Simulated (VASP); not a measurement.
# Re (Fm-3m) in VASP: a series of runs, part 2 of 2

VASP 6.6.1. The steps go on from the part before.

### 3 Single point, RPBE

The input, INCAR:

```
SYSTEM = Re
PREC = Accurate ; ENCUT = 520
EDIFF = 1E-7 ; ISMEAR = 0
SIGMA = 0.02 ; LREAL = .False.
LASPH = .True. ; NELM = 80
ALGO = Normal ; ISIF = 2
LWAVE = .False. ; LCHARG = .False.
GGA = RP ; NBANDS = 10
```

The input, KPOINTS:

```
regular mesh
0
Gamma
  12 12 12
  0 0 0
```

The input, POSCAR:

```
Re
1.0
    0.0000000000      1.9750000000      1.9750000000
    1.9750000000      0.0000000000      1.9750000000
    1.9750000000      1.9750000000      0.0000000000
Re
1
Direct
    0.0000000000      0.0000000000      0.0000000000
```

Potentials or basis: VASP PAW PBE potentials, release 64 (Re).

Command:

```sh
$ cat potpaw_PBE.64/Re/POTCAR > POTCAR
$ mpirun -np 1 vasp_std > vasp.out
```

OUTCAR:

```text
SYSTEM = Re
   PREC = Accurate
   ENCUT = 520
   EDIFF = 1E-7
   ISMEAR = 0
   LREAL = .False.
   LASPH = .True.
   NELM = 80
   ISIF = 2
   GGA = RP

 ion  position               nearest neighbor table
   1  0.000  0.000  0.000-

  LATTYP: Found a face centered cubic cell.
 ALAT       =     3.9500000000

  Lattice vectors:

 A1 = (   0.0000000000,   1.9750000000,   1.9750000000)
 A2 = (   1.9750000000,   0.0000000000,   1.9750000000)
 A3 = (   1.9750000000,   1.9750000000,   0.0000000000)

Analysis of symmetry for initial positions (statically):
[... 483 lines left out ...]
      4       6.5612      2.00000
      5      10.6767      0.00000
      6      13.3942      0.00000
      7      16.7169      0.00000
      8      23.0119      0.00000
      9      25.4882      0.00000
     10      27.3975      0.00000

 [... further k-points ...]
[... 5 lines left out ...]
  --------------------------------------------------------------------------------------
  -------------------------------------------------------------------------------------
  Total       -0.5962809     -0.5962809     -0.5962809      0.0000000     -0.0000000     -0.0000000
  in kB      -62.0055009    -62.0055009    -62.0055009      0.0000000     -0.0000000     -0.0000000
  external PRESSURE =     -62.0055009 kB  Pullay stress =       0.0000000 kB

 VOLUME and BASIS-vectors are now :
 -----------------------------------------------------------------------------
  energy-cutoff  :      520.00
  volume of cell :       15.41
      direct lattice vectors                 reciprocal lattice vectors
     0.000000000  1.975000000  1.975000000    -0.253164557  0.253164557  0.253164557
     1.975000000  0.000000000  1.975000000     0.253164557 -0.253164557  0.253164557
     1.975000000  1.975000000  0.000000000     0.253164557  0.253164557 -0.253164557

 POSITION                                       TOTAL-FORCE (eV/Angst)
 -----------------------------------------------------------------------------------
      0.00000      0.00000      0.00000         0.000000      0.000000     -0.000000
 -----------------------------------------------------------------------------------
    total drift:                               -0.000000     -0.000000     -0.000000

  FREE ENERGIE OF THE ION-ELECTRON SYSTEM (eV)
  ---------------------------------------------------
  free  energy   TOTEN  =       -11.7559270528 eV

  energy  without entropy=      -11.7558593963  energy(sigma->0) =      -11.75589322
```

stdout:

```text
POSCAR found type information on POSCAR Re
 POSCAR found :  1 types and       1 ions
 scaLAPACK will be used
 -----------------------------------------------------------------------------
|                                                                             |
|                                                                             |
|     You enforced a specific xc type in the INCAR file but a different       |
|     I HOPE YOU KNOW WHAT YOU ARE DOING!                                     |
|                                                                             |
 -----------------------------------------------------------------------------

 LDA part: xc-table for (Slater+PW92), standard interpolation
 POSCAR, INCAR and KPOINTS ok, starting setup
 FFT: planning ... GRIDC
 FFT: planning ... GRID_SOFT
 FFT: planning ... GRID
 WAVECAR not read
 entering main loop
```

Wall time 7.5 s (1 thread of Intel Xeon Platinum 8559C (Emerald Rapids), shared host); peak memory 0.15 GiB.

What came out:

| Quantity | Value |
| --- | --- |
| Free energy | -11.7559 eV |
| Pressure | -6.2 GPa |

Caveat: the PAW data sets were made with another functional, which shifts forces and pressure a little; spin-orbit coupling is left out, which moves the levels of the heavy elements.

### 4 Single point, LDA

This run uses another cell than the first one, of 14.39 Å³/atom, 0.934 times its volume.

The input, INCAR:

```
PREC = Accurate
ENCUT = 520
EDIFF = 1E-6
ISMEAR = -1
SIGMA = 0.05
LREAL = False
LASPH = True
NELM = 60
ALGO = Normal
ISIF = 2
LWAVE = False
LCHARG = True
GGA = CA
LELF = True
LVHAR = True
NBANDS = 10
```

The input, KPOINTS:

```
Automatic mesh
0
Gamma
  12 12 12
```

The input, POSCAR:

```
Re
1.0
    0.0000000000      1.9305686725      1.9305686725
    1.9305686725      0.0000000000      1.9305686725
    1.9305686725      1.9305686725      0.0000000000
Re
1
Direct
    0.0000000000      0.0000000000      0.0000000000
```

Potentials or basis: VASP PAW LDA potentials, release 64 (Re).

Command:

```sh
$ cat potpaw_LDA.64/Re/POTCAR > POTCAR
$ mpirun -np 1 vasp_std > vasp.out
```

Run time: 4.1 s. Hardware: 1 thread of Intel Xeon 6975P-C (Granite Rapids), shared host; peak memory 0.12 GiB.

It converged, with:

```
Free energy : -13.6985 eV
Pressure    : 1.4 GPa
```

Levels at points of the mesh, in eV from the Fermi level:
```tsv
k point	band 1	band 2	band 3	band 4	band 5	band 6	band 7	band 8
(0.00, 0.00, 0.00)	-10.20	-1.99	-1.99	-1.99	1.29	1.29	14.00	19.75
(0.50, 0.00, 0.00)	-7.02	-2.21	-2.21	0.41	3.96	3.96	10.34	13.52
(0.50, 0.50, 0.00)	-7.02	-6.14	3.05	3.90	4.74	4.74	12.54	12.54
```

Caveat: spin-orbit coupling is left out, which moves the levels of the heavy elements.

### 5 Single point, PBE

This run uses another cell than the first one, of 15.01 Å³/atom, 0.974 times its volume.

The input, INCAR:

```
  ALGO = Normal
  EDIFF = 1E-6
  ENCUT = 520
  GGA = PE
  ISIF = 2
  ISMEAR = -1
  LASPH = True
  LCHARG = True
  LELF = True
  LREAL = False
  LVHAR = True
  LWAVE = False
  NBANDS = 10
  NELM = 80
  PREC = Accurate
  SIGMA = 0.05
```

The input, KPOINTS:

```
k-points
0
Gamma
  12 12 12
```

The input, POSCAR:

```
Re
1.0
    0.0000000000      1.9577043321      1.9577043321
    1.9577043321      0.0000000000      1.9577043321
    1.9577043321      1.9577043321      0.0000000000
Re
1
Direct
    0.0000000000      0.0000000000      0.0000000000
```

Potentials or basis: VASP PAW PBE potentials, release 64 (Re).

Command:

```sh
$ cat potpaw_PBE.64/Re/POTCAR > POTCAR
$ mpirun -np 1 vasp_std > vasp.out
```

Wall time 5.5 s (1 thread of Intel Xeon 6975P-C (Granite Rapids), shared host); peak memory 0.14 GiB.

It converged, with:

```yaml
Free_energy: -12.3687 eV
Pressure: -0.6 GPa
```

Levels at points of the mesh, in eV from the Fermi level:
| k point | band 1 | band 2 | band 3 | band 4 | band 5 | band 6 | band 7 | band 8 |
| --- | --- | --- | --- | --- | --- | --- | --- | --- |
| (0.00, 0.00, 0.00) | -9.98 | -1.85 | -1.85 | -1.85 | 1.24 | 1.24 | 13.91 | 19.46 |
| (0.50, 0.00, 0.00) | -6.72 | -2.05 | -2.05 | 0.20 | 3.72 | 3.72 | 9.70 | 13.41 |
| (0.50, 0.50, 0.00) | -6.64 | -5.79 | 2.74 | 3.67 | 4.44 | 4.44 | 12.14 | 12.14 |

Caveat: spin-orbit coupling is left out, which moves the levels of the heavy elements.

### 6 Single point, PBEsol

This run uses another cell than the first one, of 14.61 Å³/atom, 0.948 times its volume.

The input, INCAR:

```
SYSTEM = Re
ALGO     = Normal         ! electronic algorithm
EDIFF    = 1E-6           ! SCF threshold, eV
ENCUT    = 520            ! plane-wave cutoff, eV
GGA      = PS             ! functional
ISIF     = 2              ! what is computed and relaxed
ISMEAR   = -1             ! smearing method
LASPH    = .True.         ! aspherical terms in the spheres
LCHARG   = .False.        ! write CHGCAR
LREAL    = .False.        ! projectors in reciprocal space
LWAVE    = .False.        ! write WAVECAR
NBANDS   = 10             ! bands
NELM     = 100            ! most SCF steps
PREC     = Accurate       ! precision mode
SIGMA    = 0.05           ! smearing width, eV
```

The input, KPOINTS:

```
k-points
0
Gamma
  12 12 12
  0 0 0
```

The input, POSCAR:

```
Re
1.0
    0.0000000000      1.9403185139      1.9403185139
    1.9403185139      0.0000000000      1.9403185139
    1.9403185139      1.9403185139      0.0000000000
Re
1
Direct
    0.0000000000      0.0000000000      0.0000000000
```

Potentials or basis: VASP PAW PBE potentials, release 64 (Re).

Command:

```sh
$ cat potpaw_PBE.64/Re/POTCAR > POTCAR
$ mpirun -np 1 vasp_std > vasp.out
```

Run time: 4.6 s. Hardware: 1 thread of Intel Xeon 6975P-C (Granite Rapids), shared host; peak memory 0.13 GiB.

The run converged. Its results:

| Quantity | Value |
| --- | --- |
| Free energy | -13.3079 eV |
| Pressure | -0.1 GPa |

Levels at points of the mesh, in eV from the Fermi level:
| k point | band 1 | band 2 | band 3 | band 4 | band 5 | band 6 | band 7 | band 8 |
| --- | --- | --- | --- | --- | --- | --- | --- | --- |
| (0.00, 0.00, 0.00) | -10.20 | -1.93 | -1.93 | -1.93 | 1.30 | 1.30 | 13.98 | 19.65 |
| (0.50, 0.00, 0.00) | -6.94 | -2.14 | -2.14 | 0.25 | 3.89 | 3.89 | 10.08 | 13.46 |
| (0.50, 0.50, 0.00) | -6.90 | -6.02 | 2.85 | 3.84 | 4.65 | 4.65 | 12.36 | 12.36 |

Caveat: the PAW data sets were made with another functional, which shifts forces and pressure a little; spin-orbit coupling is left out, which moves the levels of the heavy elements.

### 7 The runs side by side

```tsv
level	potentials or basis	cell	smearing	gap on the mesh (eV)	pressure (GPa)
LDA	VASP PAW LDA potentials, release 64 (Re)	a = 2.793 Å, angles 60.0°, 1 atom	gaussian 0.05 eV	none	-23.1
RPBE	VASP PAW PBE potentials, release 64 (Re)	a = 2.793 Å, angles 60.0°, 1 atom	gaussian 0.02 eV	none	-6.2
LDA	VASP PAW LDA potentials, release 64 (Re)	a = 2.730 Å, angles 60.0°, 1 atom	fermi-dirac 0.05 eV	none	1.4
PBE	VASP PAW PBE potentials, release 64 (Re)	a = 2.769 Å, angles 60.0°, 1 atom	fermi-dirac 0.05 eV	none	-0.6
PBEsol	VASP PAW PBE potentials, release 64 (Re)	a = 2.744 Å, angles 60.0°, 1 atom	fermi-dirac 0.05 eV	none	-0.1
```

Alike in all rows: task single point; no spin polarisation; k mesh 12 × 12 × 12; cutoff (eV) 520.

Caveats: spin-orbit coupling is left out, which moves the levels of the heavy elements; the PAW data sets were made with another functional, which shifts forces and pressure a little (some runs).

Total energies depend on the potentials used, so only differences within one code and one set of settings carry meaning.
